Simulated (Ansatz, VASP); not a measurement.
# Two plane-wave programs on Ba

```
Ba
1.0
    -2.53679    2.53679    2.53679
     2.53679   -2.53679    2.53679
     2.53679    2.53679   -2.53679
Ba
1
Cartesian
  0.0000 0.0000 0.0000
```

Alike in both runs: task single point; functional r2SCAN; k mesh 9 × 9 × 9; occupations gaussian, width 0.03 eV; no spin polarisation.

|  | VASP | Ansatz |
| --- | --- | --- |
| version | VASP 6.6.1 | Ansatz 0.2.0 |
| potentials or method | VASP PAW PBE potentials, release 64 (Ba_sv), cutoff 520 eV | plane waves (500 eV) with PAW, scalar-relativistic |
| valence electrons in the cell | 10 | 10 |

```csv
,VASP,Ansatz,Ansatz less VASP
pressure (GPa),0.0,0.0,-0.05
```

VASP's potentials were made for PBE, not for r2SCAN.

Neither program's run includes spin-orbit coupling.
